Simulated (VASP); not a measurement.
Runs of VASP 6.6.1 on Cu. The typed cell holds 1 atom: a = 2.565 Å, b = 2.598 Å, c = 2.506 Å, α = 59.95°, β = 60.31°, γ = 59.68°. 

```csv
level,gap on the mesh (eV),pressure (GPa),relaxed volume (Å³/atom)
RPBE,none,0.0,12.44
PBEsol,none,0.0,11.36
PBE,none,0.0,(b)
revPBE,none,0.0,12.32
BLYP,none,0.0,(a)
```

Alike in all rows: task relaxation of cell and atoms; potentials or basis VASP PAW PBE potentials, release 64 (Cu); no spin polarisation; cell relaxed; k mesh 13 × 12 × 13; cutoff (eV) 600; smearing fermi-dirac 0.05 eV.

Q: Fill in the values left out.

A: (a) 12.76; (b) 12.00.

Caveats: the PAW data sets were made with another functional, which shifts forces and pressure a little (at least some runs).

A gap of «none» marks levels without a gap at the run's occupations.
